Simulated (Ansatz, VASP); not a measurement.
# LiPbF3 in VASP and in Ansatz

Contents of INCAR:

```
SYSTEM = LiPbF3
ALGO = Normal
EDIFF = 1E-6
EDIFFG = -0.001
ENCUT = 600
GGA = PE
IBRION = 2
ISIF = 3
ISMEAR = 0
LASPH = .True.
LCHARG = .False.
LREAL = .False.
LWAVE = .False.
NELM = 80
NSW = 80
PREC = Accurate
SIGMA = 0.01
```

KPOINTS

```
k-points
0
Gamma
  6 6 6
  0 0 0
```

File POSCAR:

```
LiPbF3
1.0
    4.8082068767      0.0000000000      0.0000000000
    0.0000000000      4.8082068767      0.0000000000
    0.0000000000      0.0000000000      4.8082068767
Li Pb F
1 1 3
Direct
    0.5000000000      0.5000000000      0.5000000000
    0.0000000000      0.0000000000      0.0000000000
    0.5000000000      0.0000000000      0.0000000000
    0.0000000000      0.5000000000      0.0000000000
    0.0000000000      0.0000000000      0.5000000000
```

Input for Ansatz:

```yaml
crystal:
  lattice:
    - [4.8082068767, 0.0, 0.0]
    - [0.0, 4.8082068767, 0.0]
    - [0.0, 0.0, 4.8082068767]
  atoms:
    - { symbol: Li, position: [0.5, 0.5, 0.5] }
    - { symbol: Pb, position: [0.0, 0.0, 0.0] }
    - { symbol: F, position: [0.5, 0.0, 0.0] }
    - { symbol: F, position: [0.0, 0.5, 0.0] }
    - { symbol: F, position: [0.0, 0.0, 0.5] }
basis:
  ecutwfc: 420
kpoints:
  mp_grid: { grid: [6, 6, 6] }
hamiltonian:
  xc: pbe
scf:
  occupations: { method: fixed }
output:
  forces: true
  stress: true
  eigenvalues: true
relax:
  adjacent_minimum: "off"
  f_tol: 0.001
  max_steps: 60
  cell: { stress_tol: 0.01 }
```

Alike in both runs: task relaxation of cell and atoms; functional PBE; k mesh 6 × 6 × 6; no spin polarisation.

|  | VASP | Ansatz |
| --- | --- | --- |
| version | VASP 6.6.1 | Ansatz 0.2.0 |
| potentials or method | VASP PAW PBE potentials, release 64 (Li_sv, Pb_d, F), cutoff 600 eV | scalar-relativistic, plane waves, PAW |
| occupations | gaussian, width 0.01 eV | fixed |
| valence electrons in the cell | 38 | 38 |

|  | VASP | Ansatz | Ansatz less VASP |
| --- | --- | --- | --- |
| gap on the k mesh at the Fermi level, each at its own relaxed structure (eV) | 1.90 | 1.92 | +0.017 |
| relaxed volume (Å³/atom) | 22.14 | 22.26 | +0.119 |
| relaxed cell length with the largest relative difference (Å) | 4.801 | 4.810 | +0.0086 |

Spin-orbit coupling is off throughout. Noted on VASP's run: the cutoff is short for stress, so the pressure is rough.
